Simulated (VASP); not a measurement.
# Pb (Im-3m) in VASP: notebook

Runs on Pb. Level: PBE. Tasks: single point.

Program: VASP 6.6.1. These are calculated values, not measurements. Logs are shortened: lines on timing, memory, paths and dates and some standing lists are left out, and cuts for length are marked.

## 1. The cell of the first run

The structure is cubic, space group Im-3m (No. 229). Conventional cell: a = 3.973 Å, b = 3.973 Å, c = 3.973 Å, α = 90.00°, β = 90.00°, γ = 90.00°. Within 4.5 Å of Pb (site symmetry m-3m) lie 14 Pb at 3.44 to 3.97 Å.

This isn't the form of Pb at room conditions, which is fcc.

## 2. Single point, PBE

The input, INCAR:

```
SYSTEM = Pb
PREC     = Accurate       ! precision mode
ENCUT    = 520            ! plane-wave cutoff, eV
EDIFF    = 1E-7           ! SCF threshold, eV
ISMEAR   = -1             ! smearing method
SIGMA    = 0.06122561905347299 ! smearing width, eV
LREAL    = .False.        ! projectors in reciprocal space
LASPH    = .True.         ! aspherical terms in the spheres
NELM     = 60             ! most SCF steps
ALGO     = Normal         ! electronic algorithm
ISIF     = 2              ! what is computed and relaxed
LWAVE    = .False.        ! write WAVECAR
LCHARG   = .False.        ! write CHGCAR
GGA      = PE             ! functional
NBANDS   = 13             ! bands
```

The input, KPOINTS:

```
Automatic mesh
0
Gamma
  13 13 13
  0 0 0
```

The input, POSCAR:

```
Pb
1.0
   -1.9865455291      1.9865455291      1.9865455291
    1.9865455291     -1.9865455291      1.9865455291
    1.9865455291      1.9865455291     -1.9865455291
Pb
1
Direct
    0.0000000000      0.0000000000      0.0000000000
```

Potentials or basis: VASP PAW PBE potentials, release 64 (Pb_d).

On the command line:

```console
$ cat potpaw_PBE.64/Pb_d/POTCAR > POTCAR
$ mpirun -np 1 vasp_std > vasp.out
```

OUTCAR:

```text
SYSTEM = Pb
   PREC = Accurate
   ENCUT = 520
   EDIFF = 1E-7
   ISMEAR = -1
   LREAL = .False.
   LASPH = .True.
   NELM = 60
   ISIF = 2
   GGA = PE

 ion  position               nearest neighbor table
   1  0.000  0.000  0.000-

  LATTYP: Found a body centered cubic cell.
 ALAT       =     3.9730910582

  Lattice vectors:

 A1 = (  -1.9865455291,   1.9865455291,   1.9865455291)
 A2 = (   1.9865455291,  -1.9865455291,   1.9865455291)
 A3 = (   1.9865455291,   1.9865455291,  -1.9865455291)

Analysis of symmetry for initial positions (statically):
=====================================================================
 Subroutine PRICEL returns:
 Original cell was already a primitive cell.

 Routine SETGRP: Setting up the symmetry group for a
 body centered cubic supercell.

 Subroutine GETGRP returns: Found 48 space group operations
 (whereof 48 operations were pure point group operations)
 out of a pool of 48 trial point group operations.

The static configuration has the point symmetry O_h .

Analysis of symmetry for dynamics (positions and initial velocities):
=====================================================================
 Subroutine PRICEL returns:
 Original cell was already a primitive cell.

 Routine SETGRP: Setting up the symmetry group for a
 body centered cubic supercell.

 Subroutine GETGRP returns: Found 48 space group operations
 (whereof 48 operations were pure point group operations)
 out of a pool of 48 trial point group operations.

The dynamic configuration has the point symmetry O_h .

 Subroutine INISYM returns: Found 48 space group operations
 (whereof 48 operations are pure point group operations),
 and found     1 'primitive' translations

----------------------------------------------------------------------------------------

                                     Primitive cell

  volume of cell :      31.3585

  direct lattice vectors                    reciprocal lattice vectors
    -1.986545529  1.986545529  1.986545529     0.000000000  0.251693199  0.251693199
     1.986545529 -1.986545529  1.986545529     0.251693199  0.000000000  0.251693199
     1.986545529  1.986545529 -1.986545529     0.251693199  0.251693199  0.000000000

  length of vectors
     3.440797788  3.440797788  3.440797788     0.355947936  0.355947936  0.355947936

  position of ions in fractional coordinates (direct lattice)
     0.000000000  0.000000000  0.000000000

  ion indices of the primitive-cell ions
   primitive index   ion index
                 1           1

----------------------------------------------------------------------------------------

 KPOINTS: Automatic mesh

Automatic generation of k-mesh.
 Grid dimensions read from file:
 generate k-points for:   13   13   13

 Generating k-lattice:

  Cartesian coordinates                     Fractional coordinates (reciprocal lattice)
     0.000000000  0.019361015  0.019361015     0.076923077  0.000000000  0.000000000
     0.019361015  0.000000000  0.019361015     0.000000000  0.076923077  0.000000000
     0.019361015  0.019361015  0.000000000     0.000000000  0.000000000  0.076923077

  Length of vectors
     0.027380610  0.027380610  0.027380610

  Shift w.r.t. Gamma in fractional coordinates (k-lattice)
     0.000000000  0.000000000  0.000000000

 Subroutine IBZKPT returns following result:
 ===========================================

 Found     84 irreducible k-points:

 Following reciprocal coordinates:
            Coordinates               Weight
  0.000000  0.000000  0.000000      1.000000
  0.076923  0.000000  0.000000     12.000000
  0.153846  0.000000  0.000000     12.000000
  0.230769  0.000000  0.000000     12.000000
  0.307692  0.000000  0.000000     12.000000
  0.384615  0.000000  0.000000     12.000000
[... 16 lines left out ...]
  0.153846  0.076923  0.076923     24.000000
  0.230769  0.076923  0.076923     24.000000
 [... further k-points ...]
   k-points           NKPTS =     84   k-points in BZ     NKDIM =     84   number of bands    NBANDS=     13
   number of dos      NEDOS =    301   number of ions     NIONS =      1
   total plane-waves  NPLWV =  21952
   dimension x,y,z NGX =    28 NGY =   28 NGZ =   28
   dimension x,y,z NGXF=    56 NGYF=   56 NGZF=   56
   ions per type =               1
   NGX,Y,Z   is equivalent  to a cutoff of  13.53, 13.53, 13.53 a.u.
   NGXF,Y,Z  is equivalent  to a cutoff of  27.06, 27.06, 27.06 a.u.
 SYSTEM =  Pb
   PREC   = accura    normal or accurate (medium, high low for compatibility)
   ISTART =      0    job   : 0-new  1-cont  2-samecut
   ICHARG =      2    charge: 1-file 2-atom 10-const
   ISPIN  =      1    spin polarized calculation?
   LNONCOLLINEAR =      F non collinear calculations
   LSORBIT =      F    spin-orbit coupling
   LASPH  =      T    aspherical Exc in radial PAW
   ENCUT  =  520.0 eV  38.22 Ry    6.18 a.u.   6.40  6.40  6.40*2*pi/ulx,y,z
   NELM   =     60;   NELMIN=  2; NELMDL= -5     # of ELM steps
   EDIFF  = 0.1E-06   stopping-criterion for ELM
   LREAL  =      F    real-space projection
   EDIFFG = 0.1E-05   stopping-criterion for IOM
   NSW    =      0    number of steps for IOM
   IBRION =     -1    ionic relax: 0-MD 1-quasi-New 2-CG
   NFREE  =      0    steps in history (QN), initial steepest desc. (CG)
   ISIF   =      2    stress and relaxation
   ISYM   =      2    0-nonsym 1-usesym 2-fastsym
   POTIM  = 0.5000    time-step for ionic-motion
   TEBEG  =    0.0;   TEEND  =   0.0 temperature during run
   PSTRESS=    0.0 pullay stress
   NELECT =      14.0000    total number of electrons
   NUPDOWN=      -1.0000    fix difference up-down
   EMIN   =  10.00;   EMAX   =-10.00  energy-range for DOS
   EFERMI =   0.00;   METHOD = LEGACY
   ISMEAR =    -1;   SIGMA  =   0.06  broadening in eV -4-tet -1-fermi 0-gaus
   EFERMI_NEDOS =   21; number of points for ismear=-14 and -15
   IALGO  =     38    algorithm
   IMIX   =      4    mixing-type and parameters
     AMIX     =   0.40;   BMIX     =  1.00
     AMIX_MAG =   1.60;   BMIX_MAG =  1.00
  volume/ion in A,a.u.               =      31.36       211.62
  Fermi-wavevector in a.u.,A,eV,Ry     =   1.251216  2.364456 21.300488  1.565542
  Thomas-Fermi vector in A             =   2.385174
   LORBIT       =      0    0 simple, 1 ext, 2 COOP (PROOUT), +10 PAW based schemes
   GGA     = PE    functional components
   LHFCALC =     F    Hartree Fock is set to
   AEXX    =    0.0000 exact exchange contribution
   IVDW    =     0    specifies the selected vdW correction
   LEPSILON=     F    determine dielectric tensor
   LRPA    =     F    only Hartree local field effects (RPA)
 non-spin polarized calculation
  energy-cutoff  :      520.00
  volume of cell :       31.36
 maximum number of plane-waves:       887
 NGX is ok and might be reduce to    28
   NGX = 13   NGY = 13   NGZ = 13

 number of electron      14.0000000 magnetization

 Free energy of the ion-electron system (eV)
  ---------------------------------------------------
  ext. energy  EPLUGINS =         0.00000000
  ---------------------------------------------------
  free energy    TOTEN  =        -3.52702169 eV

  energy without entropy =       -3.51988563  energy(sigma->0) =       -3.52345366

 E-fermi :   6.9284     XC(G=0): -10.0282

 val. band max:        6.8404858116   @ k =   0.3077   0.2308   0.0000
 cond. band min:       6.9346569062   @ k =  -0.4615   0.4615   0.3846
 fundamental gap:      0.0941710946
 Fermi energy:         6.9284425778

 k-point     1 :       0.0000    0.0000    0.0000
  band No.  band energies     occupation
      1     -10.1931      2.00000
      2     -10.1931      2.00000
      3     -10.1931      2.00000
      4      -9.9750      2.00000
      5      -9.9750      2.00000
      6      -4.6234      2.00000
      7      14.2603      0.00000
      8      14.2603      0.00000
      9      14.2603      0.00000
     10      17.9722      0.00000
     11      17.9722      0.00000
     12      17.9722      0.00000
     13      18.2734      0.00000

 k-point     2 :       0.0769    0.0000    0.0000
  band No.  band energies     occupation
      1     -10.1975      2.00000
      2     -10.1875      2.00000
      3     -10.1737      2.00000
      4      -9.9798      2.00000
      5      -9.9753      2.00000
      6      -4.5071      2.00000
      7      13.0420      0.00000
      8      13.8696      0.00000
      9      14.1105      0.00000
     10      17.1681      0.00000
     11      17.6369      0.00000
     12      17.8450      0.00000
     13      19.0651      0.00000

 k-point     3 :       0.1538    0.0000    0.0000
  band No.  band energies     occupation
      1     -10.2096      2.00000
      2     -10.1744      2.00000
      3     -10.1197      2.00000
      4      -9.9919      2.00000
      5      -9.9765      2.00000
      6      -4.1586      2.00000
      7      10.8084      0.00000
      8      12.9977      0.00000
      9      13.6895      0.00000
     10      16.1578      0.00000
     11      17.0556      0.00000
     12      17.8529      0.00000
     13      19.8713      0.00000

 k-point     4 :       0.2308    0.0000    0.0000
  band No.  band energies     occupation
      1     -10.2266      2.00000
      2     -10.1640      2.00000
      3     -10.0421      2.00000
      4     -10.0030      2.00000
      5      -9.9782      2.00000
      6      -3.5822      2.00000
      7       8.4929      0.00000
      8      12.0448      0.00000
      9      13.1293      0.00000
     10      15.3809      0.00000
     11      16.5334      0.00000
     12      18.2415      0.00000
     13      20.2761      0.00000

 k-point     5 :       0.3077    0.0000    0.0000
  band No.  band energies     occupation
      1     -10.2446      2.00000
      2     -10.1661      2.00000
      3     -10.0040      2.00000
      4      -9.9798      2.00000
      5      -9.9581      2.00000
      6      -2.7989      2.00000
      7       6.3342      1.99988
      8      11.2187      0.00000
      9      12.5967      0.00000
     10      14.8305      0.00000
     11      16.1334      0.00000
     12      18.9401      0.00000
     13      20.6625      0.00000
[... 257 lines left out ...]
 k-point    22 :       0.0769    0.0769    0.0769
  band No.  band energies     occupation
      1     -10.1987      2.00000
      2     -10.1987      2.00000
      3     -10.0786      2.00000
      4      -9.9859      2.00000
      5      -9.9859      2.00000
      6      -3.9269      2.00000
      7       9.9495      0.00000
      8      12.4403      0.00000
      9      12.4403      0.00000
     10      17.3365      0.00000
     11      17.3365      0.00000
     12      18.6268      0.00000
     13      19.4395      0.00000

 k-point    23 :       0.1538    0.0769    0.0769
  band No.  band energies     occupation
      1     -10.2154      2.00000
      2     -10.1845      2.00000
      3     -10.0164      2.00000
      4      -9.9955      2.00000
      5      -9.9835      2.00000
      6      -3.3555      2.00000
      7       8.1645      0.00000
      8      10.9970      0.00000
      9      11.7374      0.00000
     10      17.2438      0.00000
     11      17.7804      0.00000
     12      18.8206      0.00000
     13      20.1394      0.00000

 k-point    24 :       0.2308    0.0769    0.0769
  band No.  band energies     occupation
      1     -10.2319      2.00000
      2     -10.1709      2.00000
      3     -10.0012      2.00000
      4      -9.9820      2.00000
      5      -9.9542      2.00000
      6      -2.5865      2.00000
      7       6.3166      1.99991
      8       9.9150      0.00000
      9      11.1536      0.00000
     10      16.8106      0.00000
     11      17.8157      0.00000
     12      19.2834      0.00000
     13      20.7633      0.00000

 [... further k-points ...]

------------------------ aborting loop because EDIFF is reached ----------------------------------------

  FORCE on cell =-STRESS in cart. coord.  units (eV):
  Direction    XX          YY          ZZ          XY          YZ          ZX
  --------------------------------------------------------------------------------------
  -------------------------------------------------------------------------------------
  Total        0.1245881      0.1245881      0.1245881      0.0000000      0.0000000      0.0000000
  in kB        6.3654864      6.3654864      6.3654864      0.0000000      0.0000000      0.0000000
  external PRESSURE =       6.3654864 kB  Pullay stress =       0.0000000 kB

 VOLUME and BASIS-vectors are now :
 -----------------------------------------------------------------------------
  energy-cutoff  :      520.00
  volume of cell :       31.36
      direct lattice vectors                 reciprocal lattice vectors
    -1.986545529  1.986545529  1.986545529     0.000000000  0.251693199  0.251693199
     1.986545529 -1.986545529  1.986545529     0.251693199  0.000000000  0.251693199
     1.986545529  1.986545529 -1.986545529     0.251693199  0.251693199  0.000000000

 POSITION                                       TOTAL-FORCE (eV/Angst)
 -----------------------------------------------------------------------------------
      0.00000      0.00000      0.00000         0.000000      0.000000      0.000000
 -----------------------------------------------------------------------------------
    total drift:                               -0.000000     -0.000000     -0.000000

  FREE ENERGIE OF THE ION-ELECTRON SYSTEM (eV)
  ---------------------------------------------------
  free  energy   TOTEN  =        -3.5270216859 eV

  energy  without entropy=       -3.5198856292  energy(sigma->0) =       -3.52345366
```

Run time: 16 s. Hardware: 1 thread of Intel Xeon Platinum 8488C (Sapphire Rapids), shared host; peak memory 0.17 GiB.

Results:

| Quantity | Value |
| --- | --- |
| Free energy | -3.5270 eV |
| Pressure | 0.6 GPa |
| Band gap on the k mesh | zero (bands 7 and 8 overlap by 9.20 eV) |

Caveat: spin-orbit coupling is left out, which moves the levels of the heavy elements.

## 3. Single point, PBE

This run uses another cell than the first one, of 32.00 Å³/atom.

The input, INCAR:

```
  PREC = Accurate
  ENCUT = 520
  EDIFF = 1E-6
  ISMEAR = -1
  SIGMA = 0.06122561905347299
  LREAL = F
  LASPH = T
  NELM = 60
  ALGO = Normal
  ISIF = 2
  LWAVE = F
  LCHARG = T
  GGA = PE
  LELF = T
  LVHAR = T
  NBANDS = 13
```

The input, KPOINTS:

```
Automatic mesh
0
Gamma
  13 13 13
```

The input, POSCAR:

```
Pb
1.0
   -1.9999685412      1.9999685412      1.9999685412
    1.9999685412     -1.9999685412      1.9999685412
    1.9999685412      1.9999685412     -1.9999685412
Pb
1
Direct
    0.0000000000      0.0000000000      0.0000000000
```

Potentials or basis: VASP PAW PBE potentials, release 64 (Pb_d).

On the command line:

```console
$ cat potpaw_PBE.64/Pb_d/POTCAR > POTCAR
$ mpirun -np 1 vasp_std > vasp.out
```

It took 16 s on 1 thread of Intel Xeon Platinum 8488C (Sapphire Rapids), shared host; peak memory 0.17 GiB.

It converged, with:

- Free energy: -3.5282 eV
- Pressure: -0.2 GPa
- Band gap on the k mesh: zero (bands 7 and 8 overlap by 8.98 eV)

Levels at points of the mesh, in eV from the Fermi level:
| k point | band 3 | band 4 | band 5 | band 6 | band 7 | band 8 | band 9 | band 10 | band 11 | band 12 |
| --- | --- | --- | --- | --- | --- | --- | --- | --- | --- | --- |
| (0.00, 0.00, 0.00) | -17.11 | -16.90 | -16.90 | -11.42 | 7.16 | 7.16 | 7.16 | 11.01 | 11.01 | 11.01 |

Caveat: spin-orbit coupling is left out, which moves the levels of the heavy elements.

## 4. Single point, PBE

This run uses another cell than the first one, of 32.00 Å³/atom.

The input, INCAR:

```
SYSTEM = Pb
PREC     = Accurate       ! precision mode
ENCUT    = 520            ! plane-wave cutoff, eV
EDIFF    = 1E-6           ! SCF threshold, eV
ISMEAR   = -1             ! smearing method
SIGMA    = 0.06122561905347299 ! smearing width, eV
LREAL    = .False.        ! projectors in reciprocal space
LASPH    = .True.         ! aspherical terms in the spheres
NELM     = 100            ! most SCF steps
ALGO     = Normal         ! electronic algorithm
ISIF     = 2              ! what is computed and relaxed
LWAVE    = .False.        ! write WAVECAR
LCHARG   = .False.        ! write CHGCAR
GGA      = PE             ! functional
NBANDS   = 13             ! bands
```

The input, KPOINTS:

```
regular mesh
0
Gamma
  13 13 13
  0 0 0
```

POSCAR is that of step 3.

On the command line:

```console
$ cat potpaw_PBE.64/Pb_d/POTCAR > POTCAR
$ mpirun -np 1 vasp_std > vasp.out
```

Run time: 18 s. Hardware: 1 thread of Intel Xeon Platinum 8488C (Sapphire Rapids), shared host; peak memory 0.17 GiB.

Results (log left out):

| Property | Result |
| --- | --- |
| Free energy | -3.5282 eV |
| Pressure | -0.2 GPa |
| Band gap on the k mesh | zero (bands 7 and 8 overlap by 8.98 eV) |

Levels at points of the mesh, in eV from the Fermi level:
```
           k point  band 4  band 5  band 6  band 7  band 8  band 9  band 10  band 11
(0.00, 0.00, 0.00)  -16.90  -16.90  -11.42    7.16    7.16    7.16    11.01    11.01
```

Caveat: spin-orbit coupling is left out, which moves the levels of the heavy elements.

## 5. Single point, PBE

This run uses another cell than the first one, of 32.64 Å³/atom.

The input, INCAR:

```
ALGO = Normal
EDIFF = 1E-6
ENCUT = 520
GGA = PE
ISIF = 2
ISMEAR = -1
LASPH = True
LCHARG = False
LREAL = False
LWAVE = False
NBANDS = 13
NELM = 60
PREC = Accurate
SIGMA = 0.06122561905347299
```

The input, KPOINTS:

```
k-points
0
Gamma
  13 13 13
```

The input, POSCAR:

```
Pb
1.0
   -2.0132137519      2.0132137519      2.0132137519
    2.0132137519     -2.0132137519      2.0132137519
    2.0132137519      2.0132137519     -2.0132137519
Pb
1
Direct
    0.0000000000      0.0000000000      0.0000000000
```

On the command line:

```console
$ cat potpaw_PBE.64/Pb_d/POTCAR > POTCAR
$ mpirun -np 1 vasp_std > vasp.out
```

It took 21 s on 1 thread of Intel Xeon Platinum 8488C (Sapphire Rapids), shared host; peak memory 0.17 GiB.

Results (log left out):

| Property | Result |
| --- | --- |
| Free energy | -3.5264 eV |
| Pressure | -0.9 GPa |
| Band gap on the k mesh | zero (bands 7 and 8 overlap by 8.76 eV) |

Levels at points of the mesh, in eV from the Fermi level:
| k point | band 3 | band 4 | band 5 | band 6 | band 7 | band 8 | band 9 | band 10 | band 11 | band 12 |
| --- | --- | --- | --- | --- | --- | --- | --- | --- | --- | --- |
| (0.00, 0.00, 0.00) | -17.10 | -16.90 | -16.90 | -11.30 | 6.99 | 6.99 | 6.99 | 10.76 | 10.97 | 10.97 |

Caveat: spin-orbit coupling is left out, which moves the levels of the heavy elements.

[end of part 1 of 2]
